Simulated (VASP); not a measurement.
Set up this calculation in VASP 6.6.1, as the native input.

```yaml
Task: single point
Functional: LDA
Potentials_or_basis: VASP PAW LDA potentials, release 64 (In_d)
Cutoff: 520 eV
k_mesh: 16 × 16 × 9
Occupations: fermi-dirac, width 0.1 eV
Spin: no spin polarisation
Dipole_correction: no
Further_INCAR_settings: ALGO = Normal; EDIFF = 1e-06; NBANDS = 20
```

The structure of In lies in POSCAR:

```
In
1.0
    2.7491460798      0.0000000001      0.0000000000
   -1.3745730399      2.3808303438      0.0000000000
    0.0000000000      0.0000000000      4.5644586414
In
2
Direct
    0.3333333333      0.6666666667      0.2500000000
    0.6666666667      0.3333333333      0.7500000000
```

One way to write it, as run:

INCAR

```
PREC = Accurate
ENCUT = 520
EDIFF = 1E-6
ISMEAR = -1
SIGMA = 0.1
LREAL = False
LASPH = True
NELM = 100
ALGO = Normal
ISIF = 2
LWAVE = False
LCHARG = False
NBANDS = 20
```

KPOINTS

```
regular mesh
0
Gamma
  16 16 9
```

Potentials or basis: VASP PAW LDA potentials, release 64 (In_d).

Launch:

```sh
$ cat potpaw_LDA.64/In_d/POTCAR > POTCAR
$ mpirun -np 1 vasp_std > vasp.out
```

It gave:

```yaml
Pressure: 90.9 GPa
Band_gap_on_the_k_mesh: zero (band 13 reaches 20.66 eV, above the bottom of band 14 at 13.06 eV)
```

Caveat: spin-orbit coupling is left out, which moves the levels of the heavy elements.

Wall time 2.6 min on 1 thread of AMD EPYC 7R13, on a shared host, peak memory 0.15 GiB.
